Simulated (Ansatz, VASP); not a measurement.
## Two plane-wave programs on Pd

```xyz
2
Lattice="0.0000 2.7250 2.7250 2.7250 0.0000 2.7250 2.7250 2.7250 0.0000" Properties=species:S:1:pos:R:3 pbc="T T T"
Pd    0.6812    0.6812    0.6812
Pd    4.7687    4.7687    4.7687
```

Alike in both runs: task single point; functional PBEsol; k mesh 11 × 11 × 11; occupations fermi-dirac, width 0.05 eV; collinear spin.

```csv
,VASP,Ansatz
version,VASP 6.6.1,Ansatz 0.2.0
potentials or method,"VASP PAW PBE potentials, release 64 (Pd), cutoff 520 eV","plane waves (420 eV) with PAW, scalar-relativistic"
valence electrons in the cell,20,36
```

```csv
,VASP,Ansatz,Ansatz less VASP
pressure (GPa),14.1,15.1,+0.97
net moment per atom (μB),0.47,0.48,+0.001
size of the moment on the site where the two differ most (μB),0.46,0.45,-0.007
```

VASP's potentials were made for PBE, not for PBEsol, and Ansatz warns of the same on its side. Site moments also hang on the region over which each program counts them. The functional is the same, so the differences come from potentials, cutoffs and numerics. VASP's potentials hold 20 valence electrons a cell and Ansatz's 36, so a difference there can come from the potentials and not from the codes.
